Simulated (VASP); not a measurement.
# W (Im-3m) in VASP: further runs

The runs below take W through elastic constants, with PBE.

All numbers are computed with VASP 6.6.1; they aren't measurements. Logs are shortened: lines on timing, memory, paths and dates and some standing lists are left out, and cuts for length are marked.

## (1) The cell of the first run

The structure is cubic, space group Im-3m (No. 229). The conventional cell has a = 3.136 Å, b = 3.136 Å, c = 3.136 Å, α = 90.00°, β = 90.00°, γ = 90.00°. W (site symmetry m-3m) has 14 W at 2.72 to 3.14 Å within 3.6 Å.

## (2) Elastic constants, PBE

File INCAR:

```
SYSTEM = W
PREC = Accurate
ENCUT = 600
EDIFF = 1E-8
ISMEAR = -1
SIGMA = 0.15
LREAL = .FALSE.
LASPH = .TRUE.
NELM = 80
ALGO = Normal
ISIF = 3
LWAVE = .FALSE.
LCHARG = .FALSE.
GGA = PE
NBANDS = 13
IBRION = 6
NFREE = 2
POTIM = 0.015
NSW = 1
```

File KPOINTS:

```
regular mesh
0
G
  20 20 20
  0 0 0
```

File POSCAR:

```
W
1.0
   -1.5681490850      1.5681490850      1.5681490850
    1.5681490850     -1.5681490850      1.5681490850
    1.5681490850      1.5681490850     -1.5681490850
W
1
Direct
    0.0000000000      0.0000000000      0.0000000000
```

Potentials or basis: VASP PAW PBE potentials, release 64 (W_sv).

Started as:

```bash
> cat potpaw_PBE.64/W_sv/POTCAR > POTCAR
> mpirun -np 1 vasp_std > vasp.out
```

OUTCAR:

```text
SYSTEM = W
   PREC = Accurate
   ENCUT = 600
   EDIFF = 1E-8
   ISMEAR = -1
   LREAL = .FALSE.
   LASPH = .TRUE.
   NELM = 80
   ISIF = 3
   GGA = PE
   IBRION = 6
   NFREE = 2
   POTIM = 0.015
   NSW = 1

 ion  position               nearest neighbor table
   1  0.000  0.000  0.000-

  LATTYP: Found a body centered cubic cell.
 ALAT       =     3.1362981700

  Lattice vectors:

 A1 = (  -1.5681490850,   1.5681490850,   1.5681490850)
 A2 = (   1.5681490850,  -1.5681490850,   1.5681490850)
 A3 = (   1.5681490850,   1.5681490850,  -1.5681490850)

Analysis of symmetry for initial positions (statically):
=====================================================================
 Subroutine PRICEL returns:
 Original cell was already a primitive cell.

 Routine SETGRP: Setting up the symmetry group for a
 body centered cubic supercell.

 Subroutine GETGRP returns: Found 48 space group operations
 (whereof 48 operations were pure point group operations)
 out of a pool of 48 trial point group operations.

The static configuration has the point symmetry O_h .

Analysis of symmetry for dynamics (positions and initial velocities):
=====================================================================
 Subroutine PRICEL returns:
 Original cell was already a primitive cell.

 Routine SETGRP: Setting up the symmetry group for a
 body centered cubic supercell.

 Subroutine GETGRP returns: Found 48 space group operations
 (whereof 48 operations were pure point group operations)
 out of a pool of 48 trial point group operations.

The dynamic configuration has the point symmetry O_h .

 Subroutine INISYM returns: Found 48 space group operations
 (whereof 48 operations are pure point group operations),
 and found     1 'primitive' translations

----------------------------------------------------------------------------------------

                                     Primitive cell

  volume of cell :      15.4249

  direct lattice vectors                    reciprocal lattice vectors
[... 341 lines left out ...]
     12      26.4211      0.00000
     13      26.4211      0.00000
[... 354 lines left out ...]
  band No.  band energies     occupation
      1     -62.1983      2.00000
      2     -26.7852      2.00000
      3     -26.1409      2.00000
      4     -25.8782      2.00000
      5       5.4240      2.00000
      6       8.8723      2.00000
      7       9.6584      2.00000
      8      13.4023      0.00006
      9      14.8189      0.00000
     10      15.1447      0.00000
     11      26.0332      0.00000
     12      27.6902      0.00000
     13      31.7872      0.00000

 [... further k-points ...]

------------------------ aborting loop because EDIFF is reached ----------------------------------------

  FORCE on cell =-STRESS in cart. coord.  units (eV):
  Direction    XX          YY          ZZ          XY          YZ          ZX
  --------------------------------------------------------------------------------------
  -------------------------------------------------------------------------------------
  Total        1.5173002      1.5173002      1.5173002      0.0000000      0.0000000      0.0000000
  in kB      157.6013943    157.6013943    157.6013943      0.0000000      0.0000000      0.0000000
  external PRESSURE =     157.6013943 kB  Pullay stress =       0.0000000 kB
[... 16 lines left out ...]
  FREE ENERGIE OF THE ION-ELECTRON SYSTEM (eV)
  ---------------------------------------------------
  free  energy   TOTEN  =       -12.9385396295 eV

  energy  without entropy=      -12.9059208669  energy(sigma->0) =      -12.92223025

 INTERNAL STRAIN TENSORS FROM STRAINED CELLS
 ============================================

 INTERNAL STRAIN TENSOR FOR ION    1 for displacements in x,y,z  (eV/Angst):
          X           Y           Z          XY          YZ          ZX
  --------------------------------------------------------------------------------
  x    -0.00000    -0.00000     0.00000     0.00000    -0.00000     0.00000
  y    -0.00000    -0.00000     0.00000    -0.00000     0.00000    -0.00000
  z     0.00000     0.00000     0.00000     0.00000     0.00000    -0.00000

 INTERNAL STRAIN TENSORS FROM DISPLACED ATOMS
 ============================================

 INTERNAL STRAIN TENSOR FOR ION    1 for displacements in x,y,z  (eV/Angst):
          X           Y           Z          XY          YZ          ZX
  --------------------------------------------------------------------------------
  x     0.00000     0.00000     0.00000     0.00000     0.00000     0.00000
  y     0.00000     0.00000     0.00000     0.00000     0.00000     0.00000
  z     0.00000     0.00000     0.00000     0.00000     0.00000     0.00000

 Eigenvectors and eigenvalues of the dynamical matrix
 ----------------------------------------------------

   1 f/i=    0.000000 THz     0.000000 2PiTHz    0.000000 cm-1     0.000000 meV
             X         Y         Z           dx          dy          dz
      0.000000  0.000000  0.000000     1.000000    0.000000    0.000000

   2 f/i=    0.000000 THz     0.000000 2PiTHz    0.000000 cm-1     0.000000 meV
             X         Y         Z           dx          dy          dz
      0.000000  0.000000  0.000000     0.000000    1.000000    0.000000

   3 f/i=    0.000000 THz     0.000000 2PiTHz    0.000000 cm-1     0.000000 meV
             X         Y         Z           dx          dy          dz
      0.000000  0.000000  0.000000     0.000000    0.000000    1.000000

--------------------------------------------------------------------------------------------------------

 ELASTIC MODULI CONTR FROM IONIC RELAXATION (kBar)
 Direction    XX          YY          ZZ          XY          YZ          ZX
 --------------------------------------------------------------------------------
 XX           0.0000      0.0000      0.0000      0.0000      0.0000      0.0000
 YY           0.0000      0.0000      0.0000      0.0000      0.0000      0.0000
 ZZ           0.0000      0.0000      0.0000      0.0000      0.0000      0.0000
 XY           0.0000      0.0000      0.0000      0.0000      0.0000      0.0000
 YZ           0.0000      0.0000      0.0000      0.0000      0.0000      0.0000
 ZX           0.0000      0.0000      0.0000      0.0000      0.0000      0.0000
 --------------------------------------------------------------------------------

 TOTAL ELASTIC MODULI (kBar)
 Direction    XX          YY          ZZ          XY          YZ          ZX
 --------------------------------------------------------------------------------
 XX        5915.8276   2347.4252   2347.4252      0.0000     -0.0000      0.0000
 YY        2347.4252   5915.8276   2347.4252     -0.0000      0.0000      0.0000
 ZZ        2347.4252   2347.4252   5915.8276     -0.0000     -0.0000      0.0000
 XY           0.0000     -0.0000     -0.0000   1706.4588     -0.0000     -0.0000
 YZ          -0.0000      0.0000     -0.0000     -0.0000   1706.4588     -0.0000
 ZX           0.0000      0.0000      0.0000     -0.0000     -0.0000   1706.4588
 --------------------------------------------------------------------------------
```

stdout:

```text
POSCAR found type information on POSCAR W
 POSCAR found :  1 types and       1 ions
 scaLAPACK will be used
 LDA part: xc-table for (Slater+PW92), standard interpolation
 POSCAR, INCAR and KPOINTS ok, starting setup
 FFT: planning ... GRIDC
 FFT: planning ... GRID_SOFT
 FFT: planning ... GRID
 WAVECAR not read
 entering main loop
 Found     1 degrees of freedom:
 Adding 6 more for cell shape distortion
 Finite differences POTIM= 0.01500 DOF=   7
 bond charge predicted
 Finite differences progress:
 bond charge predicted
 Finite differences progress:
 bond charge predicted
 Finite differences progress:
 bond charge predicted
 Finite differences progress:
 bond charge predicted
 Finite differences progress:
 bond charge predicted
 Finite differences progress:
 bond charge predicted
 Finite differences progress:
 bond charge predicted
 Finite differences progress:
 bond charge predicted
 Finite differences progress:
 bond charge predicted
 Finite differences progress:
 bond charge predicted
 Finite differences progress:
 bond charge predicted
 Finite differences progress:
 bond charge predicted
 Finite differences progress:
 bond charge predicted
 Finite differences progress:
```

Wall time 25 min (1 thread of AMD EPYC 9R45 (Zen 5), shared host); peak memory 0.84 GiB.

What came out:

```yaml
Elastic_constants_C11_C12_C44: 592, 235, 171 GPa
Voigt_bulk_modulus: 354 GPa
```

Elastic tensor in Voigt notation (GPa, in the Cartesian axes of the cell as first typed):
```
592 235 235   0   0   0
235 592 235   0   0   0
235 235 592   0   0   0
  0   0   0 171   0   0
  0   0   0   0 171   0
  0   0   0   0   0 171
```

Clamped-ion elastic tensor (GPa):
```
592 235 235   0   0   0
235 592 235   0   0   0
235 235 592   0   0   0
  0   0   0 171   0   0
  0   0   0   0 171   0
  0   0   0   0   0 171
```

Caveat: the cell is under stress, which shifts elastic constants; spin-orbit coupling is left out, which moves the levels of the heavy elements.

## (3) Elastic constants, PBE

This run uses another cell than the first one, of 15.74 Å³/atom.

File INCAR:

```
ALGO = Normal ; EDIFF = 1E-8
ENCUT = 600 ; GGA = PE
IBRION = 6 ; ISIF = 3
ISMEAR = -1 ; LASPH = T
LCHARG = F ; LREAL = F
LWAVE = F ; NBANDS = 13
NELM = 60 ; NFREE = 2
NSW = 1 ; POTIM = 0.015
PREC = Accurate ; SIGMA = 0.15
```

File KPOINTS:

```
k-points
0
Gamma
  20 20 20
```

File POSCAR:

```
W
1.0
   -1.5786276041      1.5786276041      1.5786276041
    1.5786276041     -1.5786276041      1.5786276041
    1.5786276041      1.5786276041     -1.5786276041
W
1
Direct
    0.0000000000      0.0000000000      0.0000000000
```

Potentials or basis: VASP PAW PBE potentials, release 64 (W_sv).

Started as:

```bash
> cat potpaw_PBE.64/W_sv/POTCAR > POTCAR
> mpirun -np 1 vasp_std > vasp.out
```

Run time: 25 min. Hardware: 1 thread of AMD EPYC 9R45 (Zen 5), shared host; peak memory 0.86 GiB.

The run converged. Its results:

- Elastic constants C11, C12, C44: 559, 219, 160 GPa
- Voigt bulk modulus: 332 GPa

Elastic tensor in Voigt notation (GPa, in the Cartesian axes of the cell as first typed):
```
559 219 219   0   0   0
219 559 219   0   0   0
219 219 559   0   0   0
  0   0   0 160   0   0
  0   0   0   0 160   0
  0   0   0   0   0 160
```

Clamped-ion elastic tensor (GPa):
```
559 219 219   0   0   0
219 559 219   0   0   0
219 219 559   0   0   0
  0   0   0 160   0   0
  0   0   0   0 160   0
  0   0   0   0   0 160
```

Caveat: the cell is under stress, which shifts elastic constants; spin-orbit coupling is left out, which moves the levels of the heavy elements.
